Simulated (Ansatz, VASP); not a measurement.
# KF: VASP beside Ansatz

```
K F
1.0
    -0.13390    2.47458    2.47458
     2.47458   -0.13390    2.47458
     2.47458    2.47458   -0.13390
K F
1 1
Direct
  0.00000 0.00000 0.00000
  0.50000 0.50000 0.50000
```

Alike in both runs: task single point; functional LDA; k mesh 8 × 8 × 8; occupations gaussian, width 0.05 eV; no spin polarisation.

```csv
,VASP,Ansatz
version,VASP 6.6.1,Ansatz 0.2.0
potentials or method,"VASP PAW LDA potentials, release 64 (K_sv, F), cutoff 520 eV","scalar-relativistic, plane waves, PAW"
valence electrons in the cell,16,16
```

Ansatz gave:

| Property | Result |
| --- | --- |
| gap on the k mesh at the Fermi level (eV) | 6.59 |
| least direct gap on the mesh (eV) | 6.59 |
| pressure (GPa) | 2.2 |
| traceless stress, the component that is largest in VASP (GPa) | 0.52 |

Q: What did VASP give for the same quantities?

A: gap on the k mesh at the Fermi level (eV): 6.57; least direct gap on the mesh (eV): 6.57; pressure (GPa): 2.5; traceless stress, the component that is largest in VASP (GPa): 0.49.

LDA's correlation is that of Perdew and Zunger in VASP and of Perdew and Wang (1992) in Ansatz.
